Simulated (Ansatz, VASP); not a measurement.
# GaGe: VASP beside Ansatz

File POSCAR:

```
GaGe
1.0
    0.0000000000      2.8978440000      2.8978440000
    2.8978440000      0.0000000000      2.8978440000
    2.8978440000      2.8978440000      0.0000000000
Ge Ga
1 1
Direct
    0.0000000000      0.0000000000      0.0000000000
    0.2500000000      0.2500000000      0.2500000000
```

The input INCAR.step1:

```
SYSTEM = GaGe
ALGO = Normal ; EDIFF = 1E-5
ENCUT = 520 ; GGA = PE
ISIF = 2 ; ISMEAR = -1
LASPH = .True. ; LCHARG = .False.
LREAL = .False. ; LUSENCCL = .False.
LWAVE = .True. ; NBANDS = 20
NELM = 80 ; PREC = Accurate
SIGMA = 0.05
```

INCAR.step2

```
SYSTEM = GaGe
AEXX = 0.25 ; ALGO = Normal
EDIFF = 1E-6 ; ENCUT = 520
GGA = PE ; ISIF = 2
ISMEAR = -1 ; ISTART = 1
LASPH = .True. ; LCHARG = .False.
LHFCALC = .True. ; LREAL = .False.
LUSENCCL = .False. ; LWAVE = .False.
NBANDS = 20 ; NELM = 80
PREC = Accurate ; PRECFOCK = Normal
SIGMA = 0.05
```

File KPOINTS:

```
k-points
0
Gamma
  5 5 5
  0 0 0
```

File input.yaml:

```yaml
crystal:
  lattice:
    - [0.0, 2.897844, 2.897844]
    - [2.897844, 0.0, 2.897844]
    - [2.897844, 2.897844, 0.0]
  atoms:
    - { symbol: Ge, position: [0.0, 0.0, 0.0] }
    - { symbol: Ga, position: [0.25, 0.25, 0.25] }
hamiltonian:
  xc: { exchange: pbe, correlation: pbe, exx: { coeff: 0.25 } }
  pseudopotentials: { kind: paw }
kpoints:
  mp_grid: { grid: [5, 5, 5] }
scf:
  occupations: { method: fermi_dirac, width: 0.05 }
output:
  forces: true
  stress: true
  eigenvalues: true
  write_density: true
  write_potential: true
  elf: true
  volumetric_format: npy
```

Alike in both runs: task single point; functional PBE-based global hybrid; k mesh 5 × 5 × 5; occupations fermi-dirac, width 0.05 eV; no spin polarisation.

|  | VASP | Ansatz |
| --- | --- | --- |
| version | VASP 6.6.1 | Ansatz 0.2.0 |
| potentials or method | VASP PAW PBE potentials, release 64 (Ge_d, Ga_d) | Ansatz PAW |
| plane-wave cutoff (eV) | 520 | 420 |
| valence electrons in the cell | 27 | 27 |

```tsv
	VASP	Ansatz	Ansatz less VASP
gap on the k mesh at the Fermi level (eV)	none	none	-
pressure (GPa)	-1.7	-1.7	-0.03
```

VASP's potentials were made for PBE, not for PBE-based global hybrid. A gap of «none» marks a metal or a gap that the smearing closes.

The k mesh is coarse, so the values compare programs but aren't converged.
